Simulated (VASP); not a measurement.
MgO, 2 atoms in the cell. Symmetry: Fm-3m, No. 225, cubic system. The conventional cell has a = 4.199 Å, b = 4.199 Å, c = 4.199 Å, α = 90.00°, β = 90.00°, γ = 90.00°. Mg (site symmetry m-3m) has 6 O at 2.10 Å within 2.8 Å. O (site symmetry m-3m) has 6 Mg at 2.10 Å within 2.8 Å. 

* Program: VASP 6.6.1
* Task: single point
* Functional: PBEsol
* Dispersion: D4
* Potentials or basis: VASP PAW PBE potentials, release 64 (Mg, O)
* Cutoff: 520 eV
* k mesh: 11 × 11 × 11
* Occupations: fermi-dirac, width 0.05 eV
* Spin: no spin polarisation
* Dipole correction: no
* Further INCAR settings: ALGO = Normal; EDIFF = 1e-06; NBANDS = 11

Potentials or basis: VASP PAW PBE potentials, release 64 (Mg, O).

Command:

```sh
$ cat potpaw_PBE.64/Mg/POTCAR potpaw_PBE.64/O/POTCAR > POTCAR
$ mpirun -np 1 vasp_std > vasp.out
```

Hardware: 1 thread of Intel Xeon 8259CL (shared host).

Q: How long does it take, and how much memory?

A: It took 16 s on 1 thread of Intel Xeon 8259CL, on a shared host, peak memory 0.14 GiB. Counts: scf iterations 12, k points 56.
